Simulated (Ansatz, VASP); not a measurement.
## PtC2I2 in VASP and in Ansatz

```
C Pt I
1.0
     5.44535    0.00000    0.00000
    -2.72267    4.71581    0.00000
     0.00000    0.00000    5.29899
C Pt I
2 1 2
Direct
  0.00000 0.00000 0.37940
  0.00000 0.00000 0.62060
  0.00000 0.00000 0.00000
  0.33330 0.66670 0.27580
  0.66670 0.33330 0.72420
```

Alike in both runs: task single point; functional LDA; k mesh 4 × 4 × 4; occupations fermi-dirac, width 0.0749 eV; no spin polarisation.

|  | VASP | Ansatz |
| --- | --- | --- |
| version | VASP 6.6.1 | Ansatz 0.2.0 |
| potentials or method | VASP PAW LDA potentials, release 64 (C, Pt, I), cutoff 520 eV | PAW plane waves |
| valence electrons in the cell | 32 | 60 |

|  | VASP | Ansatz | Ansatz less VASP |
| --- | --- | --- | --- |
| gap on the k mesh at the Fermi level (eV) | none | none | - |
| pressure (GPa) | -8.6 | -8.7 | -0.07 |
| traceless stress, the component that is largest in VASP (GPa) | -5.36 | -5.62 | -0.261 |
| rms of the force components (eV/Å) | 0.733 | 0.734 | +0.0010 |

LDA's correlation is that of Perdew and Zunger in VASP and of Perdew and Wang (1992) in Ansatz. Atom by atom the forces differ by 0.001 eV/Å (rms over components). A gap of «none» marks a metal or a gap that the smearing closes. VASP's potentials hold 32 valence electrons a cell and Ansatz's 60, so a difference there can come from the potentials and not from the codes. Ansatz's warnings: structure snapped to symmetry.

Spin-orbit coupling is off throughout.
